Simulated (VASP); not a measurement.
# PbF2 (Fm-3m) in VASP: a series of runs, part 2 of 2

VASP 6.6.1. The steps go on from the part before.

## 3. Single point, LDA

INCAR

```
SYSTEM = PbF2
PREC = Accurate
ENCUT = 520
EDIFF = 1E-6
ISMEAR = 0
SIGMA = 0.01
LREAL = .FALSE.
LASPH = .TRUE.
NELM = 60
ALGO = Normal
ISIF = 2
LWAVE = .FALSE.
LCHARG = .TRUE.
GGA = CA
LELF = .TRUE.
LVHAR = .TRUE.
NBANDS = 21
```

KPOINTS

```
Automatic mesh
0
G
  4 4 4
  0 0 0
```

POSCAR

```
PbF2
1.0
    0.0000000000      2.9604388882      2.9604388882
    2.9604388882      0.0000000000      2.9604388882
    2.9604388882      2.9604388882      0.0000000000
Pb F
1 2
Direct
    0.0000000000      0.0000000000      0.0000000000
    0.2500000000      0.2500000000      0.2500000000
    0.7500000000      0.7500000000      0.7500000000
```

Potentials or basis: VASP PAW LDA potentials, release 64 (Pb_d, F).

Command:

```console
cat potpaw_LDA.64/Pb_d/POTCAR potpaw_LDA.64/F/POTCAR > POTCAR
mpirun -np 1 vasp_std > vasp.out
```

OUTCAR:

```text
SYSTEM = PbF2
   PREC = Accurate
   ENCUT = 520
   EDIFF = 1E-6
   ISMEAR = 0
   LREAL = .FALSE.
   LASPH = .TRUE.
   NELM = 60
   ISIF = 2
   GGA = CA

 ion  position               nearest neighbor table
   1  0.000  0.000  0.000-   3 2.56   3 2.56   3 2.56   2 2.56   3 2.56   2 2.56   2 2.56   2 2.56

   2  0.250  0.250  0.250-   1 2.56   1 2.56   1 2.56   1 2.56
   3  0.750  0.750  0.750-   1 2.56   1 2.56   1 2.56   1 2.56

  LATTYP: Found a face centered cubic cell.
 ALAT       =     5.9208777764

  Lattice vectors:

 A1 = (   0.0000000000,   2.9604388882,   2.9604388882)
 A2 = (   2.9604388882,   0.0000000000,   2.9604388882)
 A3 = (   2.9604388882,   2.9604388882,   0.0000000000)

Analysis of symmetry for initial positions (statically):
=====================================================================
 Subroutine PRICEL returns:
 Original cell was already a primitive cell.

 Routine SETGRP: Setting up the symmetry group for a
 face centered cubic supercell.

 Subroutine GETGRP returns: Found 48 space group operations
 (whereof 48 operations were pure point group operations)
 out of a pool of 48 trial point group operations.

The static configuration has the point symmetry O_h .

Analysis of symmetry for dynamics (positions and initial velocities):
=====================================================================
 Subroutine PRICEL returns:
 Original cell was already a primitive cell.

 Routine SETGRP: Setting up the symmetry group for a
 face centered cubic supercell.

 Subroutine GETGRP returns: Found 48 space group operations
 (whereof 48 operations were pure point group operations)
 out of a pool of 48 trial point group operations.

The dynamic configuration has the point symmetry O_h .

 Subroutine INISYM returns: Found 48 space group operations
 (whereof 48 operations are pure point group operations),
 and found     1 'primitive' translations

----------------------------------------------------------------------------------------

                                     Primitive cell

  volume of cell :      51.8917

  direct lattice vectors                    reciprocal lattice vectors
     0.000000000  2.960438888  2.960438888    -0.168893877  0.168893877  0.168893877
     2.960438888  0.000000000  2.960438888     0.168893877 -0.168893877  0.168893877
     2.960438888  2.960438888  0.000000000     0.168893877  0.168893877 -0.168893877

  length of vectors
     4.186692826  4.186692826  4.186692826     0.292532775  0.292532775  0.292532775

  position of ions in fractional coordinates (direct lattice)
     0.000000000  0.000000000  0.000000000
     0.250000000  0.250000000  0.250000000
     0.750000000  0.750000000  0.750000000

  ion indices of the primitive-cell ions
   primitive index   ion index
                 1           1
                 2           2
                 3           3

----------------------------------------------------------------------------------------

 KPOINTS: Automatic mesh

Automatic generation of k-mesh.
 Grid dimensions read from file:
 generate k-points for:    4    4    4

 Generating k-lattice:

  Cartesian coordinates                     Fractional coordinates (reciprocal lattice)
    -0.042223469  0.042223469  0.042223469     0.250000000  0.000000000  0.000000000
     0.042223469 -0.042223469  0.042223469     0.000000000  0.250000000  0.000000000
     0.042223469  0.042223469 -0.042223469     0.000000000  0.000000000  0.250000000

  Length of vectors
     0.073133194  0.073133194  0.073133194

  Shift w.r.t. Gamma in fractional coordinates (k-lattice)
     0.000000000  0.000000000  0.000000000

 Subroutine IBZKPT returns following result:
 ===========================================

 Found      8 irreducible k-points:

 Following reciprocal coordinates:
            Coordinates               Weight
  0.000000  0.000000  0.000000      1.000000
  0.250000  0.000000  0.000000      8.000000
  0.500000  0.000000  0.000000      4.000000
  0.250000  0.250000  0.000000      6.000000
  0.500000  0.250000  0.000000     24.000000
 -0.250000  0.250000  0.000000     12.000000
  0.500000  0.500000  0.000000      3.000000
 -0.250000  0.500000  0.250000      6.000000
   k-points           NKPTS =      8   k-points in BZ     NKDIM =      8   number of bands    NBANDS=     21
   number of dos      NEDOS =    301   number of ions     NIONS =      3
   total plane-waves  NPLWV =  32768
   dimension x,y,z NGX =    32 NGY =   32 NGZ =   32
   dimension x,y,z NGXF=    64 NGYF=   64 NGZF=   64
   ions per type =               1   2
   NGX,Y,Z   is equivalent  to a cutoff of  12.71, 12.71, 12.71 a.u.
   NGXF,Y,Z  is equivalent  to a cutoff of  25.41, 25.41, 25.41 a.u.
 SYSTEM =  PbF2
   PREC   = accura    normal or accurate (medium, high low for compatibility)
   ISTART =      0    job   : 0-new  1-cont  2-samecut
   ICHARG =      2    charge: 1-file 2-atom 10-const
   ISPIN  =      1    spin polarized calculation?
   LNONCOLLINEAR =      F non collinear calculations
   LSORBIT =      F    spin-orbit coupling
   LASPH  =      T    aspherical Exc in radial PAW
   ENCUT  =  520.0 eV  38.22 Ry    6.18 a.u.   7.78  7.78  7.78*2*pi/ulx,y,z
   NELM   =     60;   NELMIN=  2; NELMDL= -5     # of ELM steps
   EDIFF  = 0.1E-05   stopping-criterion for ELM
   LREAL  =      F    real-space projection
   EDIFFG = 0.1E-04   stopping-criterion for IOM
   NSW    =      0    number of steps for IOM
   IBRION =     -1    ionic relax: 0-MD 1-quasi-New 2-CG
   NFREE  =      0    steps in history (QN), initial steepest desc. (CG)
   ISIF   =      2    stress and relaxation
   ISYM   =      2    0-nonsym 1-usesym 2-fastsym
   POTIM  = 0.5000    time-step for ionic-motion
   TEBEG  =    0.0;   TEEND  =   0.0 temperature during run
   PSTRESS=    0.0 pullay stress
   NELECT =      28.0000    total number of electrons
   NUPDOWN=      -1.0000    fix difference up-down
   EMIN   =  10.00;   EMAX   =-10.00  energy-range for DOS
   EFERMI =   0.00;   METHOD = LEGACY
   ISMEAR =     0;   SIGMA  =   0.01  broadening in eV -4-tet -1-fermi 0-gaus
   EFERMI_NEDOS =   21; number of points for ismear=-14 and -15
   IALGO  =     38    algorithm
   IMIX   =      4    mixing-type and parameters
     AMIX     =   0.40;   BMIX     =  1.00
     AMIX_MAG =   1.60;   BMIX_MAG =  1.00
  volume/ion in A,a.u.               =      17.30       116.73
  Fermi-wavevector in a.u.,A,eV,Ry     =   1.332789  2.518606 24.168391  1.776327
  Thomas-Fermi vector in A             =   2.461697
   LORBIT       =      0    0 simple, 1 ext, 2 COOP (PROOUT), +10 PAW based schemes
   GGA     = CA    functional components
   LHFCALC =     F    Hartree Fock is set to
   AEXX    =    0.0000 exact exchange contribution
   IVDW    =     0    specifies the selected vdW correction
   LEPSILON=     F    determine dielectric tensor
   LRPA    =     F    only Hartree local field effects (RPA)
 non-spin polarized calculation
 Gauss-broadening in eV      SIGMA  =   0.01
  energy-cutoff  :      520.00
  volume of cell :       51.89
 maximum number of plane-waves:      1411
   NGX = 15   NGY = 15   NGZ = 15

 number of electron      28.0000003 magnetization

 Free energy of the ion-electron system (eV)
  ---------------------------------------------------
  ext. energy  EPLUGINS =         0.00000000
  ---------------------------------------------------
  free energy    TOTEN  =       -15.91971871 eV

  energy without entropy =      -15.91971871  energy(sigma->0) =      -15.91971871

 E-fermi :   1.6332     XC(G=0): -10.0813

 val. band max:        1.5460655026   @ k =  -0.2500   0.5000   0.2500
 cond. band min:       5.7661535504   @ k =   0.5000   0.5000   0.0000
 fundamental gap:      4.2200880478
 Fermi energy:         1.6331632042

 k-point     1 :       0.0000    0.0000    0.0000
  band No.  band energies     occupation
      1     -19.1887      2.00000
      2     -18.5099      2.00000
      3     -12.7959      2.00000
      4     -12.7959      2.00000
      5     -12.7959      2.00000
      6     -12.7215      2.00000
[... 13 lines left out ...]
     20      16.3824      0.00000
     21      18.7670      0.00000
[... 145 lines left out ...]
 k-point     8 :      -0.2500    0.5000    0.2500
  band No.  band energies     occupation
      1     -18.8242      2.00000
      2     -18.8242      2.00000
      3     -12.7442      2.00000
      4     -12.7112      2.00000
      5     -12.7014      2.00000
      6     -12.6239      2.00000
[... 13 lines left out ...]
     20      17.4390      0.00000
     21      17.4390      0.00000

------------------------ aborting loop because EDIFF is reached ----------------------------------------

  FORCE on cell =-STRESS in cart. coord.  units (eV):
  Direction    XX          YY          ZZ          XY          YZ          ZX
  --------------------------------------------------------------------------------------
  -------------------------------------------------------------------------------------
  Total       -1.3973229     -1.3973229     -1.3973229     -0.0000000      0.0000000     -0.0000000
  in kB      -43.1428716    -43.1428716    -43.1428716     -0.0000000      0.0000000     -0.0000000
  external PRESSURE =     -43.1428716 kB  Pullay stress =       0.0000000 kB

 VOLUME and BASIS-vectors are now :
 -----------------------------------------------------------------------------
  energy-cutoff  :      520.00
  volume of cell :       51.89
      direct lattice vectors                 reciprocal lattice vectors
     0.000000000  2.960438888  2.960438888    -0.168893877  0.168893877  0.168893877
     2.960438888  0.000000000  2.960438888     0.168893877 -0.168893877  0.168893877
     2.960438888  2.960438888  0.000000000     0.168893877  0.168893877 -0.168893877

 POSITION                                       TOTAL-FORCE (eV/Angst)
 -----------------------------------------------------------------------------------
      0.00000      0.00000      0.00000         0.000000      0.000000      0.000000
      1.48022      1.48022      1.48022        -0.000000      0.000000     -0.000000
      4.44066      4.44066      4.44066         0.000000     -0.000000      0.000000
 -----------------------------------------------------------------------------------
    total drift:                                0.000000     -0.000000      0.000000

  FREE ENERGIE OF THE ION-ELECTRON SYSTEM (eV)
  ---------------------------------------------------
  free  energy   TOTEN  =       -15.9197187108 eV

  energy  without entropy=      -15.9197187108  energy(sigma->0) =      -15.91971871
```

OSZICAR:

```text
N       E                     dE             d eps       ncg     rms          rms(c)
DAV:   1     0.295560099736E+03    0.29556E+03   -0.14493E+04   336   0.149E+03
DAV:   2     0.111572179817E+02   -0.28440E+03   -0.26407E+03   351   0.426E+02
DAV:   3    -0.168875172179E+02   -0.28045E+02   -0.27623E+02   391   0.141E+02
DAV:   4    -0.177060098877E+02   -0.81849E+00   -0.81776E+00   389   0.256E+01
DAV:   5    -0.177312525619E+02   -0.25243E-01   -0.25242E-01   433   0.454E+00    0.751E+00
DAV:   6    -0.159932445407E+02    0.17380E+01   -0.79873E+00   451   0.225E+01    0.268E+00
DAV:   7    -0.159535570435E+02    0.39687E-01   -0.42781E-01   336   0.407E+00    0.146E+00
DAV:   8    -0.159225709450E+02    0.30986E-01   -0.10623E-01   366   0.329E+00    0.514E-01
DAV:   9    -0.159194557934E+02    0.31152E-02   -0.16665E-02   449   0.959E-01    0.908E-02
DAV:  10    -0.159197543485E+02   -0.29856E-03   -0.71362E-04   359   0.283E-01    0.344E-02
DAV:  11    -0.159197180374E+02    0.36311E-04   -0.77219E-05   399   0.831E-02    0.108E-02
DAV:  12    -0.159197191281E+02   -0.10907E-05   -0.25389E-05   377   0.516E-02    0.595E-03
DAV:  13    -0.159197187108E+02    0.41737E-06   -0.38852E-06   389   0.209E-02
   1 F= -.15919719E+02 E0= -.15919719E+02  d E =-.599481E-36
```

It took 17 s on 1 thread of AMD EPYC 7R13 (Zen 3), shared host; peak memory 0.12 GiB.

Results:

```
Free energy            : -15.9197 eV
Pressure               : -4.3 GPa
Band gap on the k mesh : 4.22 eV, indirect (least direct gap 4.38 eV)
```

Caveat: the k points lie up to 0.46 Å⁻¹ apart; spin-orbit coupling is left out, which moves the levels of the heavy elements.

## 4. Single point, PBE

INCAR

```
PREC = Accurate
ENCUT = 520
EDIFF = 1E-6
ISMEAR = 0
SIGMA = 0.01
LREAL = F
LASPH = T
NELM = 60
ALGO = Normal
ISIF = 2
LWAVE = F
LCHARG = F
GGA = PE
NBANDS = 21
```

KPOINTS

```
regular mesh
0
Gamma
  4 4 4
```

POSCAR is that of step 3.

Potentials or basis: VASP PAW PBE potentials, release 64 (Pb_d, F).

Command:

```console
cat potpaw_PBE.64/Pb_d/POTCAR potpaw_PBE.64/F/POTCAR > POTCAR
mpirun -np 1 vasp_std > vasp.out
```

It took 22 s on 1 thread of AMD EPYC 7R13 (Zen 3), shared host; peak memory 0.14 GiB.

Results (log left out):

```
Free energy            : -14.3307 eV
Pressure               : 2.7 GPa
Band gap on the k mesh : 4.42 eV, indirect (least direct gap 4.56 eV)
```

Levels at points of the mesh, in eV from the valence-band top:
| k point | band 10 | band 11 | band 12 | band 13 | band 14 | band 15 | band 16 | band 17 | band 18 | band 19 |
| --- | --- | --- | --- | --- | --- | --- | --- | --- | --- | --- |
| (0.00, 0.00, 0.00) | -2.50 | -2.50 | -2.00 | -2.00 | -2.00 | 6.78 | 6.78 | 6.78 | 10.65 | 15.16 |
| (0.50, 0.00, 0.00) | -2.70 | -2.70 | -2.17 | -2.17 | -0.03 | 5.03 | 7.68 | 7.68 | 13.23 | 13.75 |
| (0.50, 0.50, 0.00) | -3.58 | -1.58 | -1.57 | -1.57 | -0.15 | 4.42 | 7.91 | 7.91 | 8.95 | 14.21 |

Caveat: the k points lie up to 0.46 Å⁻¹ apart; spin-orbit coupling is left out, which moves the levels of the heavy elements. PBE gaps usually lie below the measured ones, often by a third to a half.
